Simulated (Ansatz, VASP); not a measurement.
## Sc in VASP and in Ansatz

File INCAR:

```
SYSTEM = Sc
ALGO = Normal ; EDIFF = 1E-6
ENCUT = 520 ; GGA = PE
ISIF = 2 ; ISMEAR = -1
ISPIN = 2 ; LASPH = .True.
LCHARG = .True. ; LELF = .True.
LMAXMIX = 4 ; LORBIT = 11
LREAL = .False. ; LVHAR = .True.
LWAVE = .False. ; MAGMOM = 1
NBANDS = 16 ; NELM = 150
PREC = Accurate ; SIGMA = 0.05
```

File KPOINTS:

```
k-points
0
Gamma
  20 20 20
  0 0 0
```

The input POSCAR:

```
Sc
1.0
   -1.8383402940      1.8383402940      1.8383402940
    1.8383402940     -1.8383402940      1.8383402940
    1.8383402940      1.8383402940     -1.8383402940
Sc
1
Direct
    0.0000000000      0.0000000000      0.0000000000
```

Input for Ansatz:

```yaml
crystal:
  lattice:
    - [-1.838340294, 1.838340294, 1.838340294]
    - [1.838340294, -1.838340294, 1.838340294]
    - [1.838340294, 1.838340294, -1.838340294]
  atoms:
    - { symbol: Sc, position: [0.0, 0.0, 0.0], spin: 1.0 }
hamiltonian:
  xc: pbe
  pseudopotentials:
    kind: paw
    azcp:
      Sc: "pseudopotentials/Sc.paw.azcp"
basis:
  ecutwfc: 420
  fft_grid_basis: typed
kpoints:
  mp_grid: { grid: [20, 20, 20], shift: [0, 0, 0] }
magnetization:
  spin_polarized: true
scf:
  occupations: { method: fermi_dirac, width: 0.05 }
```

Alike in both runs: task single point; functional PBE; k mesh 20 × 20 × 20; occupations fermi-dirac, width 0.05 eV; collinear spin.

|  | VASP | Ansatz |
| --- | --- | --- |
| version | VASP 6.6.1 | Ansatz 0.2.0 |
| potentials or method | VASP PAW PBE potentials, release 64 (Sc_sv), cutoff 520 eV | plane waves (420 eV) with PAW, scalar-relativistic |
| valence electrons in the cell | 11 | 11 |

|  | VASP | Ansatz | Ansatz less VASP |
| --- | --- | --- | --- |
| net moment per atom (μB) | 0.00 | 0.00 | 0.000 |

The functional is the same, so the differences come from potentials, cutoffs and numerics. Ansatz's warnings: seeded moment not kept.
